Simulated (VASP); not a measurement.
# HfC (rocksalt type) (Fm-3m) in VASP: notebook, part 2 of 2

VASP 6.6.1. Earlier steps stand in the parts before.

## Step 3: Single point, PBE

Input file INCAR:

```
SYSTEM = HfC
PREC = Accurate ; ENCUT = 520
EDIFF = 1E-6 ; ISMEAR = -1
SIGMA = 0.1 ; LREAL = .False.
LASPH = .True. ; NELM = 60
ALGO = Normal ; ISIF = 2
LWAVE = .False. ; LCHARG = .False.
GGA = PE ; NBANDS = 14
```

Input file KPOINTS:

```
regular mesh
0
Gamma
  16 16 16
  0 0 0
```

Input file POSCAR:

```
HfC
1.0
    0.0000000000      2.2123731957      2.2123731957
    2.2123731957      0.0000000000      2.2123731957
    2.2123731957      2.2123731957      0.0000000000
Hf C
1 1
Direct
    0.0000000000      0.0000000000      0.0000000000
    0.5000000000      0.5000000000      0.5000000000
```

Potentials or basis: VASP PAW PBE potentials, release 64 (Hf_pv, C).

Started as:

```
cat potpaw_PBE.64/Hf_pv/POTCAR potpaw_PBE.64/C/POTCAR > POTCAR
mpirun -np 1 vasp_std > vasp.out
```

It took 17 s on 1 thread of Intel Xeon Platinum 8488C (Sapphire Rapids), shared host; peak memory 0.17 GiB.

The run converged. Its results:

- Free energy: -20.6010 eV
- Pressure: 47.3 GPa
- Band gap on the k mesh: zero (band 7 reaches 8.24 eV, above the bottom of band 8 at 6.72 eV)

Levels at points of the mesh, in eV from the Fermi level:
```
           k point  band 4  band 5  band 6  band 7  band 8  band 9  band 10  band 11
(0.00, 0.00, 0.00)  -13.06    1.08    1.08    1.08    1.41    1.41     1.41     3.86
(0.50, 0.00, 0.00)   -8.32   -6.85   -3.54   -3.54    6.22    6.22     6.78     7.33
(0.50, 0.50, 0.00)  -11.14   -2.34   -2.32    0.10    0.10    6.22     8.01     8.01
```

Caveat: spin-orbit coupling is left out, which moves the levels of the heavy elements.

## Step 4: Single point, PBE

Input file INCAR:

```
SYSTEM = HfC
ALGO     = Normal         ! electronic algorithm
EDIFF    = 1E-6           ! SCF threshold, eV
ENCUT    = 520            ! plane-wave cutoff, eV
GGA      = PE             ! functional
ISIF     = 2              ! what is computed and relaxed
ISMEAR   = -1             ! smearing method
LASPH    = .TRUE.         ! aspherical terms in the spheres
LCHARG   = .FALSE.        ! write CHGCAR
LREAL    = .FALSE.        ! projectors in reciprocal space
LWAVE    = .FALSE.        ! write WAVECAR
NBANDS   = 14             ! bands
NELM     = 100            ! most SCF steps
PREC     = Accurate       ! precision mode
SIGMA    = 0.1            ! smearing width, eV
```

Input file KPOINTS:

```
k-points
0
G
  16 16 16
  0 0 0
```

Input file POSCAR:

```
HfC
1.0
    0.0000000000      2.2125066832      2.2125066832
    2.2125066832      0.0000000000      2.2125066832
    2.2125066832      2.2125066832      0.0000000000
Hf C
1 1
Direct
    0.0000000000      0.0000000000      0.0000000000
    0.5000000000      0.5000000000      0.5000000000
```

Started as:

```
cat potpaw_PBE.64/Hf_pv/POTCAR potpaw_PBE.64/C/POTCAR > POTCAR
mpirun -np 1 vasp_std > vasp.out
```

Wall time 18 s (1 thread of Intel Xeon Platinum 8488C (Sapphire Rapids), shared host); peak memory 0.17 GiB.

It converged, with:

- Free energy: -20.6021 eV
- Pressure: 47.2 GPa
- Band gap on the k mesh: zero (band 7 reaches 8.24 eV, above the bottom of band 8 at 6.72 eV)

Levels at points of the mesh, in eV from the Fermi level:
```
           k point  band 3  band 4  band 5  band 6  band 7  band 8  band 9  band 10  band 11  band 12
(0.00, 0.00, 0.00)  -28.84  -13.06    1.08    1.08    1.08    1.41    1.41     1.41     3.86     3.86
(0.50, 0.00, 0.00)  -28.95   -8.32   -6.84   -3.54   -3.54    6.22    6.22     6.78     7.33    13.45
(0.50, 0.50, 0.00)  -29.24  -11.14   -2.34   -2.32    0.10    0.10    6.22     8.00     8.00    10.48
```

Caveat: spin-orbit coupling is left out, which moves the levels of the heavy elements.

## Step 5: Single point, PBE

This run uses another cell than the first one, of 12.58 Å³/atom, 1.163 times its volume.

Input file INCAR:

```
ALGO = Normal
EDIFF = 1E-6
ENCUT = 520
GGA = PE
ISIF = 2
ISMEAR = -1
LASPH = True
LCHARG = False
LREAL = False
LWAVE = False
NBANDS = 14
NELM = 100
PREC = Accurate
SIGMA = 0.1
```

Input file KPOINTS:

```
k-points
0
Gamma
  16 16 16
```

Input file POSCAR:

```
HfC
1.0
    0.0000000000      2.3255893590      2.3255893590
    2.3255893590      0.0000000000      2.3255893590
    2.3255893590      2.3255893590      0.0000000000
Hf C
1 1
Direct
    0.0000000000      0.0000000000      0.0000000000
    0.5000000000      0.5000000000      0.5000000000
```

Potentials or basis: VASP PAW PBE potentials, release 64 (Hf_pv, C).

Started as:

```
cat potpaw_PBE.64/Hf_pv/POTCAR potpaw_PBE.64/C/POTCAR > POTCAR
mpirun -np 1 vasp_std > vasp.out
```

OUTCAR:

```text
EDIFF = 1E-6
   ENCUT = 520
   GGA = PE
   ISIF = 2
   ISMEAR = -1
   LASPH = True
   LREAL = False
   NELM = 100
   PREC = Accurate

 ion  position               nearest neighbor table
   1  0.000  0.000  0.000-   2 2.33   2 2.33   2 2.33   2 2.33   2 2.33   2 2.33
   2  0.500  0.500  0.500-   1 2.33   1 2.33   1 2.33   1 2.33   1 2.33   1 2.33

  LATTYP: Found a face centered cubic cell.
 ALAT       =     4.6511787180

  Lattice vectors:

 A1 = (   0.0000000000,   2.3255893590,   2.3255893590)
 A2 = (   2.3255893590,   0.0000000000,   2.3255893590)
[... 584 lines left out ...]
     10       8.1568      0.00000
     11       9.9235      0.00000
     12      10.8199      0.00000
     13      13.3674      0.00000
     14      17.6669      0.00000

 [... further k-points ...]
[... 5 lines left out ...]
  --------------------------------------------------------------------------------------
  -------------------------------------------------------------------------------------
  Total       -0.0988745     -0.0988745     -0.0988745      0.0000000      0.0000000      0.0000000
  in kB       -6.2974664     -6.2974664     -6.2974664      0.0000000      0.0000000      0.0000000
  external PRESSURE =      -6.2974664 kB  Pullay stress =       0.0000000 kB

 VOLUME and BASIS-vectors are now :
 -----------------------------------------------------------------------------
  energy-cutoff  :      520.00
  volume of cell :       25.16
      direct lattice vectors                 reciprocal lattice vectors
     0.000000000  2.325589359  2.325589359    -0.214999264  0.214999264  0.214999264
     2.325589359  0.000000000  2.325589359     0.214999264 -0.214999264  0.214999264
     2.325589359  2.325589359  0.000000000     0.214999264  0.214999264 -0.214999264

 POSITION                                       TOTAL-FORCE (eV/Angst)
 -----------------------------------------------------------------------------------
      0.00000      0.00000      0.00000        -0.000000      0.000000      0.000000
      2.32559      2.32559      2.32559         0.000000      0.000000     -0.000000
 -----------------------------------------------------------------------------------
    total drift:                                0.000000     -0.000000     -0.000000

  FREE ENERGIE OF THE ION-ELECTRON SYSTEM (eV)
  ---------------------------------------------------
  free  energy   TOTEN  =       -21.0502519136 eV

  energy  without entropy=      -21.0405420213  energy(sigma->0) =      -21.04539697
```

OSZICAR:

```text
N       E                     dE             d eps       ncg     rms          rms(c)
DAV:   1     0.259774212906E+02    0.25977E+02   -0.74121E+03  4060   0.953E+02
DAV:   2    -0.226133471205E+02   -0.48591E+02   -0.45747E+02  5338   0.203E+02
DAV:   3    -0.242205341765E+02   -0.16072E+01   -0.16010E+01  4846   0.275E+01
DAV:   4    -0.242276842486E+02   -0.71501E-02   -0.71496E-02  4708   0.228E+00
DAV:   5    -0.242277274837E+02   -0.43235E-04   -0.43234E-04  4854   0.158E-01    0.568E+01
DAV:   6    -0.211196266173E+02    0.31081E+01   -0.11984E+01  4396   0.182E+01    0.409E+01
DAV:   7    -0.210658395712E+02    0.53787E-01   -0.55233E-01  5110   0.520E+00    0.249E+01
DAV:   8    -0.210570135512E+02    0.88260E-02   -0.73262E-02  4786   0.217E+00    0.641E+00
DAV:   9    -0.210505030916E+02    0.65105E-02   -0.22491E-02  4558   0.892E-01    0.209E+00
DAV:  10    -0.210502562856E+02    0.24681E-03   -0.13052E-03  5048   0.270E-01    0.548E-02
DAV:  11    -0.210502522789E+02    0.40067E-05   -0.73263E-05  4750   0.703E-02    0.201E-02
DAV:  12    -0.210502519136E+02    0.36530E-06   -0.25623E-06  5148   0.141E-02
   1 F= -.21050252E+02 E0= -.21045397E+02  d E =-.970989E-02
```

Run time: 23 s. Hardware: 1 thread of Intel Xeon Platinum 8488C (Sapphire Rapids), shared host; peak memory 0.18 GiB.

What came out:

| Item | Value |
| --- | --- |
| Free energy | -21.0503 eV |
| Pressure | -0.6 GPa |
| Band gap on the k mesh | zero (band 7 reaches 6.95 eV, above the bottom of band 8 at 5.52 eV) |

Caveat: spin-orbit coupling is left out, which moves the levels of the heavy elements.

## Step 6: The runs side by side

```tsv
cell	gap on the mesh (eV)	pressure (GPa)
a = 3.128 Å, angles 60.0°, 2 atoms	none	47.8
a = 3.129 Å, angles 60.0°, 2 atoms	none	47.2
a = 3.289 Å, angles 60.0°, 2 atoms	none	-0.6
```

Alike in all rows: task single point; level PBE; potentials or basis VASP PAW PBE potentials, release 64 (Hf_pv, C); no spin polarisation; k mesh 16 × 16 × 16; cutoff (eV) 520; smearing fermi-dirac 0.1 eV.

Caveats: spin-orbit coupling is left out, which moves the levels of the heavy elements.

Absolute energies hang on the potentials; compare differences alone.
